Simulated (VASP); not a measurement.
Wanted: the native input for a VASP 6.6.1 run.

- Task: single point
- Functional: PBE
- Potentials or basis: VASP PAW PBE potentials, release 64 (H, Os)
- Cutoff: 520 eV
- k mesh: 6 × 6 × 6
- Occupations: gaussian, width 0.1 eV
- Spin: no spin polarisation
- Dipole correction: no
- Further INCAR settings: ALGO = Normal; EDIFF = 1e-07; NBANDS = 21

The structure of H3Os lies in POSCAR:

```
H3Os
1.0
    4.5142656130      0.0000000000      0.0000000000
   -2.2571328065      3.9094687003      0.0000000000
    0.0000000000      0.0000000000      3.6233946710
H Os
6 2
Direct
    0.8330000000      0.6660000000      0.2500000000
    0.1670000000      0.8330000000      0.7500000000
    0.3340000000      0.1670000000      0.2500000000
    0.1670000000      0.3340000000      0.7500000000
    0.8330000000      0.1670000000      0.2500000000
    0.6660000000      0.8330000000      0.7500000000
    0.3333333333      0.6666666667      0.2500000000
    0.6666666667      0.3333333333      0.7500000000
```

One way to write it, as run:

INCAR

```
  PREC = Accurate
  ENCUT = 520
  EDIFF = 1E-7
  ISMEAR = 0
  SIGMA = 0.1
  LREAL = False
  LASPH = True
  NELM = 100
  ALGO = Normal
  ISIF = 2
  LWAVE = False
  LCHARG = False
  GGA = PE
  NBANDS = 21
```

KPOINTS

```
regular mesh
0
Gamma
  6 6 6
```

Potentials or basis: VASP PAW PBE potentials, release 64 (H, Os).

Launch:

```sh
$ cat potpaw_PBE.64/H/POTCAR potpaw_PBE.64/Os/POTCAR > POTCAR
$ mpirun -np 1 vasp_std > vasp.out
```

Results of the run:

| Quantity | Value |
| --- | --- |
| Pressure | -37.7 GPa |
| Largest force | 0.574 eV/Å |
| Band gap on the k mesh | zero (band 11 reaches 3.96 eV, above the bottom of band 12 at 2.90 eV) |

Caveat: spin-orbit coupling is left out, which moves the levels of the heavy elements.

Run time: 27 s on 1 thread of Intel(R) Xeon(R) Platinum 8259CL CPU @ 2.50GHz (Skylake/Cascade Lake), on a shared host, peak memory 0.19 GiB.
